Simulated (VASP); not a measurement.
# HfO2 (Fm-3m) in VASP: a series of runs, part 3 of 3

VASP 6.6.1. The steps go on from the part before.

## 6. Single point, PBE

This run uses another cell than the first one, of 9.74 Å³/atom, 0.886 times its volume.

INCAR

```
  ALGO = Normal
  EDIFF = 1E-6
  ENCUT = 520
  GGA = PE
  ISIF = 2
  ISMEAR = 0
  LASPH = T
  LCHARG = T
  LELF = T
  LREAL = F
  LVHAR = T
  LWAVE = F
  NBANDS = 18
  NELM = 60
  PREC = Accurate
  SIGMA = 0.01
```

KPOINTS

```
k-points
0
Gamma
  8 8 8
```

POSCAR

```
HfO2
1.0
    0.0000000000      2.4447057762      2.4447057762
    2.4447057762      0.0000000000      2.4447057762
    2.4447057762      2.4447057762      0.0000000000
Hf O
1 2
Direct
    0.0000000000      0.0000000000      0.0000000000
    0.2500000000      0.2500000000      0.2500000000
    0.7500000000      0.7500000000      0.7500000000
```

Potentials or basis: VASP PAW PBE potentials, release 64 (Hf_pv, O).

Launch:

```console
$ cat potpaw_PBE.64/Hf_pv/POTCAR potpaw_PBE.64/O/POTCAR > POTCAR
$ mpirun -np 1 vasp_std > vasp.out
```

OUTCAR:

```text
EDIFF = 1E-6
   ENCUT = 520
   GGA = PE
   ISIF = 2
   ISMEAR = 0
   LASPH = T
   LREAL = F
   NELM = 60
   PREC = Accurate

 ion  position               nearest neighbor table
   1  0.000  0.000  0.000-   3 2.12   3 2.12   3 2.12   2 2.12   3 2.12   2 2.12   2 2.12   2 2.12

   2  0.250  0.250  0.250-   1 2.12   1 2.12   1 2.12   1 2.12
   3  0.750  0.750  0.750-   1 2.12   1 2.12   1 2.12   1 2.12

  LATTYP: Found a face centered cubic cell.
 ALAT       =     4.8894115524

  Lattice vectors:

 A1 = (   0.0000000000,   2.4447057762,   2.4447057762)
 A2 = (   2.4447057762,   0.0000000000,   2.4447057762)
 A3 = (   2.4447057762,   2.4447057762,   0.0000000000)

Analysis of symmetry for initial positions (statically):
=====================================================================
 Subroutine PRICEL returns:
 Original cell was already a primitive cell.

 Routine SETGRP: Setting up the symmetry group for a
 face centered cubic supercell.

 Subroutine GETGRP returns: Found 48 space group operations
 (whereof 48 operations were pure point group operations)
 out of a pool of 48 trial point group operations.

The static configuration has the point symmetry O_h .

Analysis of symmetry for dynamics (positions and initial velocities):
=====================================================================
 Subroutine PRICEL returns:
 Original cell was already a primitive cell.

 Routine SETGRP: Setting up the symmetry group for a
 face centered cubic supercell.

 Subroutine GETGRP returns: Found 48 space group operations
 (whereof 48 operations were pure point group operations)
 out of a pool of 48 trial point group operations.

The dynamic configuration has the point symmetry O_h .

 Subroutine INISYM returns: Found 48 space group operations
 (whereof 48 operations are pure point group operations),
 and found     1 'primitive' translations

----------------------------------------------------------------------------------------

                                     Primitive cell

  volume of cell :      29.2220

  direct lattice vectors                    reciprocal lattice vectors
     0.000000000  2.444705776  2.444705776    -0.204523589  0.204523589  0.204523589
     2.444705776  0.000000000  2.444705776     0.204523589 -0.204523589  0.204523589
     2.444705776  2.444705776  0.000000000     0.204523589  0.204523589 -0.204523589

  length of vectors
     3.457336065  3.457336065  3.457336065     0.354245248  0.354245248  0.354245248

  position of ions in fractional coordinates (direct lattice)
     0.000000000  0.000000000  0.000000000
     0.250000000  0.250000000  0.250000000
     0.750000000  0.750000000  0.750000000

  ion indices of the primitive-cell ions
   primitive index   ion index
                 1           1
                 2           2
                 3           3

----------------------------------------------------------------------------------------

 KPOINTS: k-points

Automatic generation of k-mesh.
 Grid dimensions read from file:
 generate k-points for:    8    8    8

 Generating k-lattice:

  Cartesian coordinates                     Fractional coordinates (reciprocal lattice)
    -0.025565449  0.025565449  0.025565449     0.125000000  0.000000000  0.000000000
     0.025565449 -0.025565449  0.025565449     0.000000000  0.125000000  0.000000000
     0.025565449  0.025565449 -0.025565449     0.000000000  0.000000000  0.125000000

  Length of vectors
     0.044280656  0.044280656  0.044280656

  Shift w.r.t. Gamma in fractional coordinates (k-lattice)
     0.000000000  0.000000000  0.000000000

 Subroutine IBZKPT returns following result:
 ===========================================

 Found     29 irreducible k-points:

 Following reciprocal coordinates:
            Coordinates               Weight
  0.000000  0.000000  0.000000      1.000000
  0.125000  0.000000  0.000000      8.000000
  0.250000  0.000000  0.000000      8.000000
  0.375000  0.000000  0.000000      8.000000
  0.500000  0.000000  0.000000      4.000000
  0.125000  0.125000  0.000000      6.000000
[... 16 lines left out ...]
  0.500000  0.250000  0.125000     48.000000
 -0.375000  0.250000  0.125000     24.000000
 [... further k-points ...]
   k-points           NKPTS =     29   k-points in BZ     NKDIM =     29   number of bands    NBANDS=     18
   number of dos      NEDOS =    301   number of ions     NIONS =      3
   total plane-waves  NPLWV =  21952
   dimension x,y,z NGX =    28 NGY =   28 NGZ =   28
   dimension x,y,z NGXF=    56 NGYF=   56 NGZF=   56
   ions per type =               1   2
   NGX,Y,Z   is equivalent  to a cutoff of  13.46, 13.46, 13.46 a.u.
   NGXF,Y,Z  is equivalent  to a cutoff of  26.93, 26.93, 26.93 a.u.
 SYSTEM =  unknown system
   PREC   = accura    normal or accurate (medium, high low for compatibility)
   ISTART =      0    job   : 0-new  1-cont  2-samecut
   ICHARG =      2    charge: 1-file 2-atom 10-const
   ISPIN  =      1    spin polarized calculation?
   LNONCOLLINEAR =      F non collinear calculations
   LSORBIT =      F    spin-orbit coupling
   LASPH  =      T    aspherical Exc in radial PAW
   ENCUT  =  520.0 eV  38.22 Ry    6.18 a.u.   6.43  6.43  6.43*2*pi/ulx,y,z
   NELM   =     60;   NELMIN=  2; NELMDL= -5     # of ELM steps
   EDIFF  = 0.1E-05   stopping-criterion for ELM
   LREAL  =      F    real-space projection
[... 7 lines left out ...]
   TEBEG  =    0.0;   TEEND  =   0.0 temperature during run
   PSTRESS=    0.0 pullay stress
   NELECT =      22.0000    total number of electrons
   NUPDOWN=      -1.0000    fix difference up-down
   EMIN   =  10.00;   EMAX   =-10.00  energy-range for DOS
   EFERMI =   0.00;   METHOD = LEGACY
   ISMEAR =     0;   SIGMA  =   0.01  broadening in eV -4-tet -1-fermi 0-gaus
   EFERMI_NEDOS =   21; number of points for ismear=-14 and -15
   IALGO  =     38    algorithm
   IMIX   =      4    mixing-type and parameters
     AMIX     =   0.40;   BMIX     =  1.00
     AMIX_MAG =   1.60;   BMIX_MAG =  1.00
  volume/ion in A,a.u.               =       9.74        65.73
  Fermi-wavevector in a.u.,A,eV,Ry     =   1.489289  2.814349 30.177494  2.217983
  Thomas-Fermi vector in A             =   2.602217
   LORBIT       =      0    0 simple, 1 ext, 2 COOP (PROOUT), +10 PAW based schemes
   GGA     = PE    functional components
   LHFCALC =     F    Hartree Fock is set to
   AEXX    =    0.0000 exact exchange contribution
   IVDW    =     0    specifies the selected vdW correction
   LEPSILON=     F    determine dielectric tensor
   LRPA    =     F    only Hartree local field effects (RPA)
 non-spin polarized calculation
 Gauss-broadening in eV      SIGMA  =   0.01
  energy-cutoff  :      520.00
  volume of cell :       29.22
 maximum number of plane-waves:       817
 NGX is ok and might be reduce to    28
   NGX = 13   NGY = 13   NGZ = 13

 number of electron      22.0000008 magnetization

 Free energy of the ion-electron system (eV)
  ---------------------------------------------------
  ext. energy  EPLUGINS =         0.00000000
  ---------------------------------------------------
  free energy    TOTEN  =       -29.90347962 eV

  energy without entropy =      -29.90347962  energy(sigma->0) =      -29.90347962

 E-fermi :   5.3246     XC(G=0): -12.4326

 val. band max:        5.2537128765   @ k =   0.5000   0.5000   0.0000
 cond. band min:       9.3469841784   @ k =   0.5000   0.5000   0.0000
 fundamental gap:      4.0932713019
 Fermi energy:         5.3245658256

 k-point     1 :       0.0000    0.0000    0.0000
  band No.  band energies     occupation
      1     -23.9453      2.00000
      2     -23.9453      2.00000
      3     -23.9453      2.00000
      4     -14.1865      2.00000
      5     -10.5820      2.00000
      6      -0.7977      2.00000
[... 10 lines left out ...]
     17      17.1198      0.00000
     18      19.3959      0.00000

 k-point     2 :       0.1250    0.0000    0.0000
  band No.  band energies     occupation
      1     -24.0611      2.00000
      2     -23.9571      2.00000
      3     -23.9571      2.00000
      4     -13.9111      2.00000
      5     -10.8044      2.00000
      6      -0.6249      2.00000
[... 10 lines left out ...]
     17      16.7769      0.00000
     18      19.3775      0.00000
[... 442 lines left out ...]
 k-point    24 :      -0.3750    0.2500    0.1250
  band No.  band energies     occupation
      1     -24.5617      2.00000
      2     -24.2345      2.00000
      3     -24.0701      2.00000
      4     -12.2839      2.00000
      5     -11.4815      2.00000
      6      -0.1262      2.00000
[... 10 lines left out ...]
     17      16.9771      0.00000
     18      19.3431      0.00000

 [... further k-points ...]
[... 5 lines left out ...]
  --------------------------------------------------------------------------------------
  -------------------------------------------------------------------------------------
  Total        6.4169268      6.4169268      6.4169268      0.0000000     -0.0000000      0.0000000
  in kB      351.8259529    351.8259529    351.8259529      0.0000000     -0.0000000      0.0000000
  external PRESSURE =     351.8259529 kB  Pullay stress =       0.0000000 kB

 VOLUME and BASIS-vectors are now :
 -----------------------------------------------------------------------------
  energy-cutoff  :      520.00
  volume of cell :       29.22
      direct lattice vectors                 reciprocal lattice vectors
     0.000000000  2.444705776  2.444705776    -0.204523589  0.204523589  0.204523589
     2.444705776  0.000000000  2.444705776     0.204523589 -0.204523589  0.204523589
     2.444705776  2.444705776  0.000000000     0.204523589  0.204523589 -0.204523589

 POSITION                                       TOTAL-FORCE (eV/Angst)
 -----------------------------------------------------------------------------------
      0.00000      0.00000      0.00000        -0.000000      0.000000     -0.000000
      1.22235      1.22235      1.22235         0.000000     -0.000000     -0.000000
      3.66706      3.66706      3.66706        -0.000000      0.000000      0.000000
 -----------------------------------------------------------------------------------
    total drift:                                0.000000      0.000000      0.000000

  FREE ENERGIE OF THE ION-ELECTRON SYSTEM (eV)
  ---------------------------------------------------
  free  energy   TOTEN  =       -29.9034796206 eV

  energy  without entropy=      -29.9034796206  energy(sigma->0) =      -29.90347962
```

OSZICAR:

```text
N       E                     dE             d eps       ncg     rms          rms(c)
DAV:   1     0.935247481470E+02    0.93525E+02   -0.12679E+04  1044   0.122E+03
DAV:   2    -0.319593884225E+02   -0.12548E+03   -0.12068E+03  1378   0.294E+02
DAV:   3    -0.355182114014E+02   -0.35588E+01   -0.35490E+01  1208   0.441E+01
DAV:   4    -0.355355604702E+02   -0.17349E-01   -0.17345E-01  1300   0.346E+00
DAV:   5    -0.355356570616E+02   -0.96591E-04   -0.96590E-04  1170   0.240E-01    0.607E+01
DAV:   6    -0.299755811136E+02    0.55601E+01   -0.18451E+01  1078   0.332E+01    0.494E+01
DAV:   7    -0.299229384764E+02    0.52643E-01   -0.63413E-01  1212   0.659E+00    0.311E+01
DAV:   8    -0.299141731622E+02    0.87653E-02   -0.14037E-01  1184   0.358E+00    0.779E+00
DAV:   9    -0.299034964311E+02    0.10677E-01   -0.42684E-02  1176   0.160E+00    0.236E+00
DAV:  10    -0.299034309497E+02    0.65481E-04   -0.27822E-03  1146   0.420E-01    0.156E-01
DAV:  11    -0.299034754365E+02   -0.44487E-04   -0.13582E-04  1158   0.104E-01    0.212E-01
DAV:  12    -0.299034786914E+02   -0.32549E-05   -0.27921E-05  1138   0.371E-02    0.329E-02
DAV:  13    -0.299034796206E+02   -0.92912E-06   -0.14337E-06  1146   0.983E-03
   1 F= -.29903480E+02 E0= -.29903480E+02  d E =-.521295E-26
```

Wall time 20 s (1 thread of Intel Xeon Platinum 8488C (Sapphire Rapids), shared host); peak memory 0.16 GiB.

What came out:

```
Free energy            : -29.9035 eV
Pressure               : 35.2 GPa
Band gap on the k mesh : 4.09 eV, direct
```

Caveat: spin-orbit coupling is left out, which moves the levels of the heavy elements. Expect the measured gap to be larger: semilocal functionals such as PBE lack the derivative discontinuity.

## 7. Overview

```tsv
task	level	U	cell	cutoff (eV)	gap on the mesh (eV)	pressure (GPa)
single point	PBE	-	a = 3.600 Å, angles 60.0°, 3 atoms	520	3.77	-2.7
single point	PBE+U	Hf d U = 6.0 eV	a = 3.600 Å, angles 60.0°, 3 atoms	520	4.50	14.1
relaxation of cell and atoms	PBE	-	relaxed from a = 3.605 Å, angles 60.0°, 3 atoms	600	3.80	0.0
relaxation of cell and atoms	PBE	-	relaxed to 1 GPa from a = 3.605 Å, angles 60.0°, 3 atoms	600	3.81	1.0
single point	PBE	-	a = 3.457 Å, angles 60.0°, 3 atoms	520	4.09	35.2
```

Alike in all rows: potentials or basis VASP PAW PBE potentials, release 64 (Hf_pv, O); no spin polarisation; k mesh 8 × 8 × 8; smearing gaussian 0.01 eV.

Caveats: spin-orbit coupling is left out, which moves the levels of the heavy elements; the cell is relaxed towards a set pressure, so the enthalpy falls and the energy may rise (some runs).

Total energies depend on the potentials used, so only differences within one code and one set of settings carry meaning.
